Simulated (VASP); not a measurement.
# RbBr (Fm-3m) in VASP: a series of runs, part 2 of 2

VASP 6.6.1. The steps go on from the part before.

### Step 3. Single point, PBEsol (volume scaled by 0.96)

The input, INCAR:

```
SYSTEM = RbBr
  PREC = Accurate
  ENCUT = 520
  EDIFF = 1E-6
  ISMEAR = -1
  SIGMA = 0.03
  LREAL = .False.
  LASPH = .True.
  NELM = 60
  ALGO = Normal
  ISIF = 2
  LWAVE = .False.
  LCHARG = .False.
  GGA = PS
  NBANDS = 15
```

The input, KPOINTS:

```
Automatic mesh
0
Gamma
  7 7 7
  0 0 0
```

The input, POSCAR:

```
RbBr
1.0
    0.0000000000      3.3811767539      3.3811767539
    3.3811767539      0.0000000000      3.3811767539
    3.3811767539      3.3811767539      0.0000000000
Rb Br
1 1
Direct
    0.0000000000      0.0000000000      0.0000000000
    0.5000000000      0.5000000000      0.5000000000
```

Potentials or basis: VASP PAW PBE potentials, release 64 (Rb_sv, Br).

On the command line:

```bash
$ cat potpaw_PBE.64/Rb_sv/POTCAR potpaw_PBE.64/Br/POTCAR > POTCAR
$ mpirun -np 1 vasp_std > vasp.out
```

Run time: 34 s. Hardware: 1 thread of Intel Xeon Platinum 8259CL at 2.50GHz (Skylake/Cascade Lake), shared host; peak memory 0.21 GiB.

The run converged. Its results:

```yaml
Free_energy: -6.3498 eV
Pressure: 0.6 GPa
Band_gap_on_the_k_mesh: 4.31 eV, direct
```

Levels at points of the mesh, in eV from the valence-band top:
```
           k point  band 5  band 6  band 7  band 8  band 9  band 10  band 11  band 12
(0.00, 0.00, 0.00)   -8.37    0.00    0.00    0.00    4.31     7.20     7.20     7.20
```

Caveat: the PAW data sets were made with another functional, which shifts forces and pressure a little.

### Step 4. Single point, PBEsol (volume scaled by 0.98)

The input, INCAR:

```
SYSTEM = RbBr
  ALGO = Normal
  EDIFF = 1E-6
  ENCUT = 520
  GGA = PS
  ISIF = 2
  ISMEAR = -1
  LASPH = .True.
  LCHARG = .True.
  LELF = .True.
  LREAL = .False.
  LVHAR = .True.
  LWAVE = .False.
  NBANDS = 15
  NELM = 80
  PREC = Accurate
  SIGMA = 0.03
```

The input, KPOINTS:

```
k-points
0
Gamma
  7 7 7
  0 0 0
```

The input, POSCAR:

```
RbBr
1.0
    0.0000000000      3.4044959512      3.4044959512
    3.4044959512      0.0000000000      3.4044959512
    3.4044959512      3.4044959512      0.0000000000
Rb Br
1 1
Direct
    0.0000000000      0.0000000000      0.0000000000
    0.5000000000      0.5000000000      0.5000000000
```

Potentials or basis: VASP PAW PBE potentials, release 64 (Rb_sv, Br).

On the command line:

```bash
$ cat potpaw_PBE.64/Rb_sv/POTCAR potpaw_PBE.64/Br/POTCAR > POTCAR
$ mpirun -np 1 vasp_std > vasp.out
```

OUTCAR:

```text
SYSTEM = RbBr
   EDIFF = 1E-6
   ENCUT = 520
   GGA = PS
   ISIF = 2
   ISMEAR = -1
   LASPH = .True.
   LREAL = .False.
   NELM = 80
   PREC = Accurate

 ion  position               nearest neighbor table
   1  0.000  0.000  0.000-   2 3.40   2 3.40   2 3.40   2 3.40   2 3.40   2 3.40
   2  0.500  0.500  0.500-   1 3.40   1 3.40   1 3.40   1 3.40   1 3.40   1 3.40

  LATTYP: Found a face centered cubic cell.
 ALAT       =     6.8089919024

  Lattice vectors:

 A1 = (   0.0000000000,   3.4044959512,   3.4044959512)
 A2 = (   3.4044959512,   0.0000000000,   3.4044959512)
 A3 = (   3.4044959512,   3.4044959512,   0.0000000000)

Analysis of symmetry for initial positions (statically):
=====================================================================
 Subroutine PRICEL returns:
 Original cell was already a primitive cell.

 Routine SETGRP: Setting up the symmetry group for a
 face centered cubic supercell.

 Subroutine GETGRP returns: Found 48 space group operations
 (whereof 48 operations were pure point group operations)
 out of a pool of 48 trial point group operations.

The static configuration has the point symmetry O_h .

Analysis of symmetry for dynamics (positions and initial velocities):
=====================================================================
 Subroutine PRICEL returns:
 Original cell was already a primitive cell.

 Routine SETGRP: Setting up the symmetry group for a
 face centered cubic supercell.

 Subroutine GETGRP returns: Found 48 space group operations
 (whereof 48 operations were pure point group operations)
 out of a pool of 48 trial point group operations.

The dynamic configuration has the point symmetry O_h .

 Subroutine INISYM returns: Found 48 space group operations
 (whereof 48 operations are pure point group operations),
 and found     1 'primitive' translations

----------------------------------------------------------------------------------------
[... 115 lines left out ...]
   AEXX    =    0.0000 exact exchange contribution
   IVDW    =     0    specifies the selected vdW correction
   LEPSILON=     F    determine dielectric tensor
   LRPA    =     F    only Hartree local field effects (RPA)
 non-spin polarized calculation
  energy-cutoff  :      520.00
  volume of cell :       78.92
 maximum number of plane-waves:      2141
   NGX = 17   NGY = 17   NGZ = 17

 number of electron      16.0000002 magnetization

 Free energy of the ion-electron system (eV)
  ---------------------------------------------------
  ext. energy  EPLUGINS =         0.00000000
  ---------------------------------------------------
  free energy    TOTEN  =        -6.35418583 eV

  energy without entropy =       -6.35418583  energy(sigma->0) =       -6.35418583

 E-fermi :  -1.1455     XC(G=0):  -7.4881

 val. band max:       -1.7703261389   @ k =   0.0000   0.0000   0.0000
 cond. band min:       2.4864014146   @ k =   0.0000   0.0000   0.0000
 fundamental gap:      4.2567275535
 Fermi energy:        -1.1454579435

 k-point     1 :       0.0000    0.0000    0.0000
  band No.  band energies     occupation
      1     -26.0849      2.00000
      2     -13.9841      2.00000
      3     -10.1745      2.00000
      4     -10.1745      2.00000
      5     -10.1745      2.00000
      6      -1.7703      2.00000
      7      -1.7703      2.00000
      8      -1.7703      2.00000
      9       2.4864      0.00000
     10       5.4309      0.00000
     11       5.4309      0.00000
     12       5.4309      0.00000
     13       6.3376      0.00000
     14       6.3376      0.00000
[... 329 lines left out ...]
      2     -13.9625      2.00000
      3     -10.3254      2.00000
      4     -10.2808      2.00000
      5     -10.1605      2.00000
      6      -2.3432      2.00000
      7      -2.1578      2.00000
      8      -2.1005      2.00000
      9       4.9144      0.00000
     10       5.6244      0.00000
     11       6.5479      0.00000
     12       6.8947      0.00000
     13       8.6531      0.00000
     14       8.8311      0.00000
     15       9.6546      0.00000

------------------------ aborting loop because EDIFF is reached ----------------------------------------

  FORCE on cell =-STRESS in cart. coord.  units (eV):
  Direction    XX          YY          ZZ          XY          YZ          ZX
  --------------------------------------------------------------------------------------
  -------------------------------------------------------------------------------------
  Total        0.1287853      0.1287853      0.1287853      0.0000000      0.0000000      0.0000000
  in kB        2.6144991      2.6144991      2.6144991      0.0000000      0.0000000      0.0000000
  external PRESSURE =       2.6144991 kB  Pullay stress =       0.0000000 kB

 VOLUME and BASIS-vectors are now :
 -----------------------------------------------------------------------------
  energy-cutoff  :      520.00
  volume of cell :       78.92
      direct lattice vectors                 reciprocal lattice vectors
     0.000000000  3.404495951  3.404495951    -0.146864619  0.146864619  0.146864619
     3.404495951  0.000000000  3.404495951     0.146864619 -0.146864619  0.146864619
     3.404495951  3.404495951  0.000000000     0.146864619  0.146864619 -0.146864619

 POSITION                                       TOTAL-FORCE (eV/Angst)
 -----------------------------------------------------------------------------------
      0.00000      0.00000      0.00000         0.000000      0.000000     -0.000000
      3.40450      3.40450      3.40450        -0.000000     -0.000000      0.000000
 -----------------------------------------------------------------------------------
    total drift:                                0.000000      0.000000      0.000000

  FREE ENERGIE OF THE ION-ELECTRON SYSTEM (eV)
  ---------------------------------------------------
  free  energy   TOTEN  =        -6.3541858319 eV

  energy  without entropy=       -6.3541858319  energy(sigma->0) =       -6.35418583
```

stdout:

```text
POSCAR found type information on POSCAR RbBr
 POSCAR found :  2 types and       2 ions
 scaLAPACK will be used
 -----------------------------------------------------------------------------
|                                                                             |
|                                                                             |
|     You enforced a specific xc type in the INCAR file but a different       |
|     I HOPE YOU KNOW WHAT YOU ARE DOING!                                     |
|                                                                             |
 -----------------------------------------------------------------------------

 LDA part: xc-table for (Slater+PW92), standard interpolation
 POSCAR, INCAR and KPOINTS ok, starting setup
 FFT: planning ... GRIDC
 FFT: planning ... GRID_SOFT
 FFT: planning ... GRID
 WAVECAR not read
 entering main loop
```

It took 29 s on 1 thread of Intel Xeon Platinum 8259CL at 2.50GHz (Skylake/Cascade Lake), shared host; peak memory 0.2 GiB.

Results:

* Free energy: -6.3542 eV
* Pressure: 0.3 GPa
* Band gap on the k mesh: 4.26 eV, direct

Caveat: the PAW data sets were made with another functional, which shifts forces and pressure a little.

### Step 5. Single point, PBEsol (volume scaled by 0.99)

The input, INCAR:

```
  ALGO = Normal
  EDIFF = 1E-6
  ENCUT = 520
  GGA = PS
  ISIF = 2
  ISMEAR = -1
  LASPH = True
  LCHARG = False
  LREAL = False
  LWAVE = False
  NBANDS = 15
  NELM = 100
  PREC = Accurate
  SIGMA = 0.03
```

The input, KPOINTS:

```
k-points
0
Gamma
  7 7 7
```

The input, POSCAR:

```
RbBr
1.0
    0.0000000000      3.4160367037      3.4160367037
    3.4160367037      0.0000000000      3.4160367037
    3.4160367037      3.4160367037      0.0000000000
Rb Br
1 1
Direct
    0.0000000000      0.0000000000      0.0000000000
    0.5000000000      0.5000000000      0.5000000000
```

On the command line:

```bash
$ cat potpaw_PBE.64/Rb_sv/POTCAR potpaw_PBE.64/Br/POTCAR > POTCAR
$ mpirun -np 1 vasp_std > vasp.out
```

Wall time 25 s (1 thread of Intel Xeon Platinum 8259CL at 2.50GHz (Skylake/Cascade Lake), shared host); peak memory 0.21 GiB.

The run converged. Its results:

```yaml
Free_energy: -6.3552 eV
Pressure: 0.1 GPa
Band_gap_on_the_k_mesh: 4.23 eV, direct
```

Levels at points of the mesh, in eV from the valence-band top:
| k point | band 5 | band 6 | band 7 | band 8 | band 9 | band 10 | band 11 | band 12 |
| --- | --- | --- | --- | --- | --- | --- | --- | --- |
| (0.00, 0.00, 0.00) | -8.42 | 0.00 | 0.00 | 0.00 | 4.23 | 7.20 | 7.20 | 7.20 |

Caveat: the PAW data sets were made with another functional, which shifts forces and pressure a little. A k mesh can miss the band edges.

### Step 6. Overview

| cell | gap on the mesh (eV) | pressure (GPa) |
| --- | --- | --- |
| a = 4.748 Å, angles 60.0°, 2 atoms | 4.36 | 1.0 |
| a = 4.782 Å, angles 60.0°, 2 atoms | 4.31 | 0.6 |
| a = 4.815 Å, angles 60.0°, 2 atoms | 4.26 | 0.3 |
| a = 4.831 Å, angles 60.0°, 2 atoms | 4.23 | 0.1 |

Alike in all rows: task single point; level PBEsol; potentials or basis VASP PAW PBE potentials, release 64 (Rb_sv, Br); no spin polarisation; k mesh 7 × 7 × 7; cutoff (eV) 520; smearing fermi-dirac 0.03 eV.

Caveats: the PAW data sets were made with another functional, which shifts forces and pressure a little.

Absolute energies hang on the potentials; compare differences alone.
